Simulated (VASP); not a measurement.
Write the native input for VASP 6.6.1 that does the following.

* Task: single point
* Functional: HSE06
* Potentials or basis: VASP PAW PBE potentials, release 64 (B, P)
* Cutoff: 520 eV
* k mesh: 6 × 6 × 6
* Occupations: gaussian, width 0.01 eV
* Spin: no spin polarisation
* Dipole correction: no
* Grid for exact exchange (PRECFOCK): Normal
* Further INCAR settings: ALGO = Normal; EDIFF = 1e-06; NBANDS = 11
* Share of exact exchange: 0.25
* Screening parameter: 0.2079 1/Å

Crystal: BP.

```
CELL_PARAMETERS angstrom
0.00000 2.26832 2.26832
2.26832 0.00000 2.26832
2.26832 2.26832 0.00000
ATOMIC_POSITIONS crystal
B 0.00000 0.00000 0.00000
P 0.25000 0.25000 0.25000
```

These files were run (other wordings do the same):

POSCAR

```
BP
1.0
    0.0000000000      2.2683156780      2.2683156780
    2.2683156780      0.0000000000      2.2683156780
    2.2683156780      2.2683156780      0.0000000000
B P
1 1
Direct
    0.0000000000      0.0000000000      0.0000000000
    0.2500000000      0.2500000000      0.2500000000
```

INCAR.step1

```
SYSTEM = BP
ALGO = Normal ; EDIFF = 1E-5
ENCUT = 520 ; GGA = PE
ISIF = 2 ; ISMEAR = 0
LASPH = .True. ; LCHARG = .False.
LREAL = .False. ; LWAVE = .True.
NBANDS = 11 ; NELM = 100
PREC = Accurate ; SIGMA = 0.01
```

INCAR.step2

```
SYSTEM = BP
ALGO = Normal ; EDIFF = 1E-6
ENCUT = 520 ; GGA = PE
HFSCREEN = 0.2079 ; ISIF = 2
ISMEAR = 0 ; ISTART = 1
LASPH = .True. ; LCHARG = .False.
LHFCALC = .True. ; LREAL = .False.
LWAVE = .False. ; NBANDS = 11
NELM = 100 ; PREC = Accurate
PRECFOCK = Normal ; SIGMA = 0.01
```

KPOINTS

```
k-points
0
Gamma
  6 6 6
  0 0 0
```

Potentials or basis: VASP PAW PBE potentials, release 64 (B, P).

Run with:

```bash
$ cat potpaw_PBE.64/B/POTCAR potpaw_PBE.64/P/POTCAR > POTCAR
$ cp INCAR.step1 INCAR
$ mpirun -np 1 vasp_std > vasp.out
$ cp INCAR.step2 INCAR
$ mpirun -np 1 vasp_std > vasp.out
```

It gave:

The pressure is -1.9 GPa and the band gap on the k mesh is 2.06 eV (least direct gap 4.34 eV).

Caveat: the PAW data sets were made with another functional, which shifts forces and pressure a little.

Wall time 3.4 min on 1 thread of Intel(R) Xeon(R) Platinum 8488C (Sapphire Rapids), with other jobs on the host, peak memory 0.24 GiB.
